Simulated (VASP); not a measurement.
# Al4Cu (P-6m2) in VASP: relaxation of cell and atoms with PBE

Aim: the relaxation of cell and atoms of Al4Cu with PBE.

All numbers are computed with VASP 6.6.1; they aren't measurements. Logs are shortened: lines on timing, memory, paths and dates and some standing lists are left out, and cuts for length are marked.

### 1 The cell of the first run

The structure is hexagonal, space group P-6m2 (No. 187). The conventional cell has a = 2.860 Å, b = 2.860 Å, c = 22.023 Å, α = 90.00°, β = 90.00°, γ = 120.00°. Within 3.7 Å of Al (site symmetry 3m) lie 12 Al at 2.84 to 2.90 Å. Al (site symmetry 3m) has 3 Cu at 2.60 Å and 9 Al at 2.85 to 2.86 Å within 3.4 Å. Al (site symmetry -6m2) has 6 Cu at 2.58 Å and 6 Al at 2.86 Å within 3.4 Å. Al (site symmetry -6m2) has 12 Al at 2.86 to 2.90 Å within 3.8 Å. Within 3.7 Å of Al (site symmetry 3m) lie 12 Al at 2.84 to 2.86 Å. Cu (site symmetry 3m) has 6 Al at 2.58 to 2.60 Å and 6 Cu at 2.86 Å within 3.4 Å.

### 2 Relaxation of cell and atoms, PBE

File INCAR:

```
SYSTEM = Al4Cu
PREC = Accurate
ENCUT = 600
EDIFF = 1E-6
ISMEAR = 0
SIGMA = 0.1
LREAL = .FALSE.
LASPH = .TRUE.
NELM = 80
ALGO = Fast
ISIF = 3
LWAVE = .FALSE.
LCHARG = .FALSE.
GGA = PE
IBRION = 2
NSW = 100
EDIFFG = -0.01
```

File KPOINTS:

```
regular mesh
0
G
  18 18 2
  0 0 0
```

File POSCAR:

```
Al4Cu
1.0
    2.8597955119      0.0000000000      0.0000000000
   -1.4298977559      2.4766555629      0.0000000000
    0.0000000000      0.0000000000     22.0233281839
Al Cu
8 2
Direct
    0.3333333333      0.6666666667      0.8916702682
    0.3333333333      0.6666666667      0.1083297318
    0.3333333333      0.6666666667      0.3189004225
    0.3333333333      0.6666666667      0.5000000000
    0.3333333333      0.6666666667      0.6810995775
    0.6666666667      0.3333333333      0.0000000000
    0.6666666667      0.3333333333      0.2131562556
    0.6666666667      0.3333333333      0.7868437444
    0.6666666667      0.3333333333      0.4100794797
    0.6666666667      0.3333333333      0.5899205203
```

Potentials or basis: VASP PAW PBE potentials, release 64 (Al, Cu).

Command:

```console
> cat potpaw_PBE.64/Al/POTCAR potpaw_PBE.64/Cu/POTCAR > POTCAR
> mpirun -np 1 vasp_std > vasp.out
```

OUTCAR:

```text
SYSTEM = Al4Cu
   PREC = Accurate
   ENCUT = 600
   EDIFF = 1E-6
   ISMEAR = 0
   LREAL = .FALSE.
   LASPH = .TRUE.
   NELM = 80
   ISIF = 3
   GGA = PE
   IBRION = 2
   NSW = 100
   EDIFFG = -0.01

 ion  position               nearest neighbor table
   1  0.333  0.667  0.892-   8 2.84   8 2.84   8 2.84   6 2.90   6 2.90   6 2.90
   2  0.333  0.667  0.108-   7 2.84   7 2.84   7 2.84   6 2.90   6 2.90   6 2.90
   3  0.333  0.667  0.319-   9 2.60   9 2.60   9 2.60   7 2.85   7 2.85   7 2.85
   4  0.333  0.667  0.500-   9 2.58  10 2.58   9 2.58  10 2.58   9 2.58  10 2.58
   5  0.333  0.667  0.681-  10 2.60  10 2.60  10 2.60   8 2.85   8 2.85   8 2.85
   6  0.667  0.333  0.000-   1 2.90   2 2.90   1 2.90   2 2.90   1 2.90   2 2.90
   7  0.667  0.333  0.213-   2 2.84   2 2.84   2 2.84   3 2.85   3 2.85   3 2.85
   8  0.667  0.333  0.787-   1 2.84   1 2.84   1 2.84   5 2.85   5 2.85   5 2.85
   9  0.667  0.333  0.410-   4 2.58   4 2.58   4 2.58   3 2.60   3 2.60   3 2.60
  10  0.667  0.333  0.590-   4 2.58   4 2.58   4 2.58   5 2.60   5 2.60   5 2.60

  LATTYP: Found a hexagonal cell.
 ALAT       =     2.8597955119
 C/A-ratio  =     7.7010150174

  Lattice vectors:

 A1 = (   2.8597955119,   0.0000000000,   0.0000000000)
 A2 = (  -1.4298977559,   2.4766555629,   0.0000000000)
 A3 = (   0.0000000000,   0.0000000000,  22.0233281839)

Analysis of symmetry for initial positions (statically):
=====================================================================
 Subroutine PRICEL returns:
 Original cell was already a primitive cell.

 Routine SETGRP: Setting up the symmetry group for a
 hexagonal supercell.

 Subroutine GETGRP returns: Found 12 space group operations
 (whereof 12 operations were pure point group operations)
 out of a pool of 24 trial point group operations.

The static configuration has the point symmetry D_3h.

Analysis of symmetry for dynamics (positions and initial velocities):
=====================================================================
 Subroutine PRICEL returns:
 Original cell was already a primitive cell.

 Routine SETGRP: Setting up the symmetry group for a
 hexagonal supercell.

 Subroutine GETGRP returns: Found 12 space group operations
 (whereof 12 operations were pure point group operations)
 out of a pool of 24 trial point group operations.

The dynamic configuration has the point symmetry D_3h.

 Subroutine INISYM returns: Found 12 space group operations
 (whereof 12 operations are pure point group operations),
 and found     1 'primitive' translations

----------------------------------------------------------------------------------------

                                     Primitive cell

  volume of cell :     155.9853

  direct lattice vectors                    reciprocal lattice vectors
     2.859795512  0.000000000  0.000000000     0.349675351  0.201885158  0.000000000
    -1.429897756  2.476655563  0.000000000     0.000000000  0.403770316  0.000000000
     0.000000000  0.000000000 22.023328184     0.000000000  0.000000000  0.045406398

  length of vectors
     2.859795512  2.859795512 22.023328184     0.403770316  0.403770316  0.045406398

  position of ions in fractional coordinates (direct lattice)
     0.333333333  0.666666667  0.891670268
     0.333333333  0.666666667  0.108329732
     0.333333333  0.666666667  0.318900423
     0.333333333  0.666666667  0.500000000
     0.333333333  0.666666667  0.681099577
     0.666666667  0.333333333  0.000000000
     0.666666667  0.333333333  0.213156256
     0.666666667  0.333333333  0.786843744
     0.666666667  0.333333333  0.410079480
     0.666666667  0.333333333  0.589920520

  ion indices of the primitive-cell ions
   primitive index   ion index
                 1           1
                 2           2
                 3           3
                 4           4
                 5           5
                 6           6
                 7           7
                 8           8
                 9           9
                10          10

----------------------------------------------------------------------------------------

 KPOINTS: regular mesh

Automatic generation of k-mesh.
 Grid dimensions read from file:
 generate k-points for:   18   18    2

 Generating k-lattice:

  Cartesian coordinates                     Fractional coordinates (reciprocal lattice)
     0.019426408  0.011215842  0.000000000     0.055555556  0.000000000  0.000000000
     0.000000000  0.022431684  0.000000000     0.000000000  0.055555556  0.000000000
     0.000000000  0.000000000  0.022703199     0.000000000  0.000000000  0.500000000

  Length of vectors
     0.022431684  0.022431684  0.022703199

  Shift w.r.t. Gamma in fractional coordinates (k-lattice)
     0.000000000  0.000000000  0.000000000

 Subroutine IBZKPT returns following result:
 ===========================================

 Found     74 irreducible k-points:

 Following reciprocal coordinates:
            Coordinates               Weight
  0.000000  0.000000  0.000000      1.000000
  0.055556 -0.000000  0.000000      6.000000
  0.111111 -0.000000  0.000000      6.000000
  0.166667 -0.000000  0.000000      6.000000
  0.222222 -0.000000  0.000000      6.000000
  0.277778 -0.000000  0.000000      6.000000
[... 16 lines left out ...]
  0.333333  0.111111  0.000000     12.000000
  0.388889  0.111111  0.000000     12.000000
 [... further k-points ...]
   k-points           NKPTS =     74   k-points in BZ     NKDIM =     74   number of bands    NBANDS=     29
   number of dos      NEDOS =    301   number of ions     NIONS =     10
   total plane-waves  NPLWV = 103680
   dimension x,y,z NGX =    24 NGY =   24 NGZ =  180
   dimension x,y,z NGXF=    48 NGYF=   48 NGZF=  360
   ions per type =               8   2
   NGX,Y,Z   is equivalent  to a cutoff of  13.95, 13.95, 13.59 a.u.
   NGXF,Y,Z  is equivalent  to a cutoff of  27.90, 27.90, 27.18 a.u.
 SYSTEM =  Al4Cu
   PREC   = accura    normal or accurate (medium, high low for compatibility)
   ISTART =      0    job   : 0-new  1-cont  2-samecut
   ICHARG =      2    charge: 1-file 2-atom 10-const
   ISPIN  =      1    spin polarized calculation?
   LNONCOLLINEAR =      F non collinear calculations
   LSORBIT =      F    spin-orbit coupling
   LASPH  =      T    aspherical Exc in radial PAW
   ENCUT  =  600.0 eV  44.10 Ry    6.64 a.u.   5.71  5.71 43.99*2*pi/ulx,y,z
   NELM   =     80;   NELMIN=  2; NELMDL= -5     # of ELM steps
   EDIFF  = 0.1E-05   stopping-criterion for ELM
   LREAL  =      F    real-space projection
   EDIFFG = -.1E-01   stopping-criterion for IOM
   NSW    =    100    number of steps for IOM
   IBRION =      2    ionic relax: 0-MD 1-quasi-New 2-CG
   NFREE  =      1    steps in history (QN), initial steepest desc. (CG)
   ISIF   =      3    stress and relaxation
   ISYM   =      2    0-nonsym 1-usesym 2-fastsym
   POTIM  = 0.5000    time-step for ionic-motion
   TEBEG  =    0.0;   TEEND  =   0.0 temperature during run
   PSTRESS=    0.0 pullay stress
   NELECT =      46.0000    total number of electrons
   NUPDOWN=      -1.0000    fix difference up-down
   EMIN   =  10.00;   EMAX   =-10.00  energy-range for DOS
   EFERMI =   0.00;   METHOD = LEGACY
   ISMEAR =     0;   SIGMA  =   0.10  broadening in eV -4-tet -1-fermi 0-gaus
   EFERMI_NEDOS =   21; number of points for ismear=-14 and -15
   IALGO  =     68    algorithm
   IMIX   =      4    mixing-type and parameters
     AMIX     =   0.40;   BMIX     =  1.00
     AMIX_MAG =   1.60;   BMIX_MAG =  1.00
  volume/ion in A,a.u.               =      15.60       105.26
  Fermi-wavevector in a.u.,A,eV,Ry     =   1.089682  2.059200 16.155638  1.187406
  Thomas-Fermi vector in A             =   2.225890
   LORBIT       =      0    0 simple, 1 ext, 2 COOP (PROOUT), +10 PAW based schemes
   GGA     = PE    functional components
   LHFCALC =     F    Hartree Fock is set to
   AEXX    =    0.0000 exact exchange contribution
   IVDW    =     0    specifies the selected vdW correction
   LEPSILON=     F    determine dielectric tensor
   LRPA    =     F    only Hartree local field effects (RPA)
 conjugate gradient relaxation of ions
 non-spin polarized calculation
 RMM-DIIS sequential band-by-band and
 Gauss-broadening in eV      SIGMA  =   0.10
  energy-cutoff  :      600.00
  volume of cell :      155.99
 maximum number of plane-waves:      5232
 NGX is ok and might be reduce to    24
   NGX = 11   NGY = 11   NGZ = 87

--------------------------------------- Ionic step        1  -------------------------------------------

 number of electron      46.0000014 magnetization

 Free energy of the ion-electron system (eV)
  ---------------------------------------------------
  ext. energy  EPLUGINS =         0.00000000
  ---------------------------------------------------
  free energy    TOTEN  =       -36.37832262 eV

  energy without entropy =      -36.35474247  energy(sigma->0) =      -36.36653255

------------------------ aborting loop EDIFF was not reached (unconverged)  ----------------------------

  FORCE on cell =-STRESS in cart. coord.  units (eV):
  Direction    XX          YY          ZZ          XY          YZ          ZX
  --------------------------------------------------------------------------------------
  -------------------------------------------------------------------------------------
  Total        0.0223473      0.0223473      2.6705815      0.0000000      0.0000000      0.0000000
  in kB        0.2295364      0.2295364     27.4304465      0.0000000      0.0000000      0.0000000
  external PRESSURE =       9.2965064 kB  Pullay stress =       0.0000000 kB

 VOLUME and BASIS-vectors are now :
 -----------------------------------------------------------------------------
  energy-cutoff  :      600.00
  volume of cell :      155.99
      direct lattice vectors                 reciprocal lattice vectors
     2.859795512  0.000000000  0.000000000     0.349675351  0.201885158  0.000000000
    -1.429897756  2.476655563  0.000000000     0.000000000  0.403770316  0.000000000
     0.000000000  0.000000000 22.023328184     0.000000000  0.000000000  0.045406398
[... 104 lines left out ...]
  FREE ENERGIE OF THE ION-ELECTRON SYSTEM (eV)
  ---------------------------------------------------
  free  energy   TOTEN  =       -37.5754754185 eV

  energy  without entropy=      -37.5525007806  energy(sigma->0) =      -37.56398810

[... ionic steps 4 to 14 ...]

--------------------------------------- Ionic step       15  -------------------------------------------

 number of electron      45.9999996 magnetization

------------------------ aborting loop because EDIFF is reached ----------------------------------------

  FORCE on cell =-STRESS in cart. coord.  units (eV):
  Direction    XX          YY          ZZ          XY          YZ          ZX
  --------------------------------------------------------------------------------------
  -------------------------------------------------------------------------------------
  Total        0.0565991      0.0565991      0.0105473      0.0000000      0.0000000      0.0000000
  in kB        0.5849351      0.5849351      0.1090028      0.0000000      0.0000000      0.0000000
  external PRESSURE =       0.4262910 kB  Pullay stress =       0.0000000 kB
[... 73 lines left out ...]
  energy  without entropy=      -37.5858189342  energy(sigma->0) =      -37.59537544

--------------------------------------- Ionic step       17  -------------------------------------------

 number of electron      45.9999996 magnetization

 Free energy of the ion-electron system (eV)
  ---------------------------------------------------
  ext. energy  EPLUGINS =         0.00000000
  ---------------------------------------------------
  free energy    TOTEN  =       -37.60496592 eV

  energy without entropy =      -37.58585043  energy(sigma->0) =      -37.59540817

 E-fermi :   8.0848     XC(G=0): -10.5963

 val. band max:        8.0801267750   @ k =   0.2778   0.2222   0.0000
 cond. band min:       8.0976971449   @ k =   0.2778   0.1111   0.5000
 fundamental gap:      0.0175703699
 Fermi energy:         8.0848175934

 k-point     1 :       0.0000    0.0000    0.0000
  band No.  band energies     occupation
      1      -3.0139      2.00000
      2      -2.7531      2.00000
      3      -2.6094      2.00000
      4      -1.9509      2.00000
      5      -1.6918      2.00000
      6      -0.5247      2.00000
[... 757 lines left out ...]
     28       9.3537      0.00000
     29       9.8605      0.00000

 [... further k-points ...]
[... 5 lines left out ...]
  --------------------------------------------------------------------------------------
  -------------------------------------------------------------------------------------
  Total        0.0592774      0.0592774      0.0082168      0.0000000     -0.0000000      0.0000000
  in kB        0.6126143      0.6126143      0.0849178      0.0000000     -0.0000000      0.0000000
  external PRESSURE =       0.4367155 kB  Pullay stress =       0.0000000 kB
[... 25 lines left out ...]
  FREE ENERGIE OF THE ION-ELECTRON SYSTEM (eV)
  ---------------------------------------------------
  free  energy   TOTEN  =       -37.6049659204 eV

  energy  without entropy=      -37.5858504265  energy(sigma->0) =      -37.59540817

 reached required accuracy - stopping structural energy minimisation
```

Wall time 81 min (1 thread of Intel Xeon Platinum 8259CL at 2.50GHz (Skylake/Cascade Lake), shared host); peak memory 0.58 GiB.

What came out:

```
Free energy                           : -37.6050 eV
Relaxed volume                        : 15.50 Å³/atom
Relaxed cell                          : a = 2.823 Å, b = 2.823 Å, c = 22.459 Å, α = 90.00°, β = 90.00°, γ = 120.00°
Space group after relaxing (to 0.1 Å) : P-6m2 (No. 187)
Energy gained by relaxing             : 122.7 meV/atom
Ionic steps                           : 17
Pressure after relaxing               : 0.0 GPa
Largest force after relaxing          : 0.009 eV/Å
Band gap on the k mesh                : zero (bands 23 and 24 overlap by 4.05 eV)
```

Forces on the atoms (eV/Å):
```
Al   0.000  0.000 -0.001
Al   0.000  0.000  0.001
Al   0.000  0.000 -0.009
Al   0.000  0.000  0.000
Al   0.000  0.000  0.009
Al   0.000  0.000  0.000
Al   0.000  0.000 -0.005
Al   0.000  0.000  0.005
Cu   0.000  0.000 -0.007
Cu   0.000  0.000  0.007
```

The path:
| step | energy change (eV) | largest force (eV/Å) | pressure (GPa) | volume (Å³) |
| --- | --- | --- | --- | --- |
| 1 | 0.0000 | 0.2230 | 0.93 | 155.99 |
| 2 | -1.1213 | 0.1448 | -1.47 | 158.03 |
| 3 | -1.1972 | 0.1355 | -1.50 | 158.03 |
| 4 | -1.2156 | 0.1209 | 0.32 | 154.67 |
| 5 | -1.2156 | 0.1214 | 0.24 | 154.78 |
| 6 | -1.2210 | 0.0948 | 0.22 | 154.78 |
| 7 | -1.2250 | 0.0480 | 0.14 | 154.77 |
| 8 | -1.2257 | 0.0386 | -0.02 | 155.18 |
| 9 | -1.2257 | 0.0351 | -0.14 | 155.34 |
| 10 | -1.2262 | 0.0234 | -0.02 | 155.22 |
| 11 | -1.2264 | 0.0129 | 0.03 | 155.07 |
| 12 | -1.2264 | 0.0134 | 0.03 | 155.05 |
| 13 | -1.2266 | 0.0122 | 0.00 | 155.12 |
| 14 | -1.2266 | 0.0116 | -0.04 | 155.15 |
| 15 | -1.2266 | 0.0104 | 0.04 | 155.03 |
| 16 | -1.2266 | 0.0103 | 0.05 | 155.03 |
| 17 | -1.2266 | 0.0086 | 0.04 | 155.03 |

Final structure:
```xyz
10
Lattice="2.8232 0.0000 0.0000 -1.4116 2.4450 0.0000 0.0000 0.0000 22.4587" Properties=species:S:1:pos:R:3 pbc="T T T"
Al    0.0000    1.6300   20.0789
Al    0.0000    1.6300    2.3798
Al    0.0000    1.6300    7.1573
Al    0.0000    1.6300   11.2293
Al    0.0000    1.6300   15.3014
Al    1.4116    0.8150    0.0000
Al    1.4116    0.8150    4.7813
Al    1.4116    0.8150   17.6774
Cu    1.4116    0.8150    9.2103
Cu    1.4116    0.8150   13.2484
```
